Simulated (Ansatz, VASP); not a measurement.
Ta2N in VASP and in Ansatz

```xyz
3
Lattice="3.0855 0.0000 0.0000 -1.5428 2.6721 0.0000 0.0000 0.0000 4.4172" Properties=species:S:1:pos:R:3 pbc="T T T"
Ta    1.5428    0.8907    3.2969
Ta    0.0000    1.7814    1.1203
N     0.0000    0.0000    0.0000
```

Alike in both runs: task single point; functional PBEsol; k mesh 18 × 18 × 10; occupations gaussian, width 0.15 eV; no spin polarisation.

|  | VASP | Ansatz |
| --- | --- | --- |
| version | VASP 6.6.1 | Ansatz 0.2.0 |
| potentials or method | VASP PAW PBE potentials, release 64 (Ta_pv, N), cutoff 520 eV | scalar-relativistic, plane waves, PAW |
| valence electrons in the cell | 27 | 31 |

```csv
,VASP,Ansatz,Ansatz less VASP
gap on the k mesh at the Fermi level (eV),none,none,-
rms of the force components (eV/Å),0.052,0.088,+0.0356
```

VASP's potentials were made for PBE, not for PBEsol, and Ansatz warns of the same on its side. Atom by atom the forces differ by 0.036 eV/Å (rms over components). A gap of «none» marks a metal or a gap that the smearing closes. VASP's potentials hold 27 valence electrons a cell and Ansatz's 31, so a difference there can come from the potentials and not from the codes.

Neither program's run includes spin-orbit coupling.
